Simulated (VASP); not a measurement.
AgBr, 2 atoms in the cell. The structure is cubic, space group Fm-3m (No. 225). Conventional cell: a = 5.663 Å, b = 5.663 Å, c = 5.663 Å, α = 90.00°, β = 90.00°, γ = 90.00°. Ag (site symmetry m-3m) has 6 Br at 2.83 Å within 3.7 Å. Br (site symmetry m-3m) has 6 Ag at 2.83 Å within 3.7 Å. 

```yaml
Program: VASP 6.6.1
Task: single point
Functional: RPBE
Dispersion: D4
Potentials_or_basis: VASP PAW PBE potentials, release 64 (Ag, Br)
Cutoff: 500 eV
k_mesh: 8 × 8 × 8
Occupations: fermi-dirac, width 0.05 eV
Spin: no spin polarisation
Dipole_correction: no
Further_INCAR_settings: ALGO = Normal; EDIFF = 1e-06; NBANDS = 16
```

Potentials or basis: VASP PAW PBE potentials, release 64 (Ag, Br).

Command:

```console
$ cat potpaw_PBE.64/Ag/POTCAR potpaw_PBE.64/Br/POTCAR > POTCAR
$ mpirun -np 1 vasp_std > vasp.out
```

Hardware: 1 thread of Intel(R) Xeon(R) Platinum 8488C (Sapphire Rapids) (shared host).

Q: Estimate the wall time of this run.

A: Wall time 17 s on 1 thread of Intel(R) Xeon(R) Platinum 8488C (Sapphire Rapids), with other jobs on the host, peak memory 0.18 GiB. Counts: scf iterations 12, k points 29.
